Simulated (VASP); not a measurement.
# TaN: single point with PBEsol+D3(BJ)

TaN:

```
Ta N
1.0
     2.90388    0.00000    0.00000
    -1.45194    2.51484    0.00000
     0.00000    0.00000    2.85417
Ta N
1 1
Cartesian
  0.0000 1.6766 1.4271
  0.0000 0.0000 0.0000
```

```json
{
  "Program": "VASP 6.6.1",
  "Task": "single point",
  "Functional": "PBEsol",
  "Dispersion": "D3(BJ)",
  "Potentials or basis": "VASP PAW PBE potentials, release 64 (Ta_pv, N)",
  "Cutoff": "520 eV",
  "k mesh": "17 × 17 × 15",
  "Occupations": "methfessel-paxton, width 0.1 eV",
  "Spin": "no spin polarisation",
  "Dipole correction": "no",
  "Further INCAR settings": "ALGO = Normal; EDIFF = 1e-06; NBANDS = 15"
}
```

The pressure is 1.0 GPa, the band gap on the k mesh is zero (band 8 reaches 8.65 eV, above the bottom of band 9 at 8.34 eV) and the dispersion energy per atom is -0.475 eV.

Stress tensor (GPa, compression positive):
```
0.87 0.00 0.00
0.00 0.87 0.00
0.00 0.00 1.10
```

Levels at points of the mesh, in eV from the Fermi level:
```tsv
k point	band 4	band 5	band 6	band 7	band 8	band 9	band 10	band 11	band 12	band 13
(0.00, 0.00, 0.00)	-17.97	-4.68	-4.68	-4.37	-2.93	2.51	3.77	3.77	4.19	4.19
```

Run time: 45 s on 1 thread of Intel(R) Xeon(R) Platinum 8375C CPU @ 2.90GHz (Ice Lake) (shared host), peak memory 0.22 GiB.

Caveat: the PAW data sets were made with another functional, which shifts forces and pressure a little; spin-orbit coupling is left out, which moves the levels of the heavy elements; pairwise dispersion overbinds metals, which lowers pressure and volume.
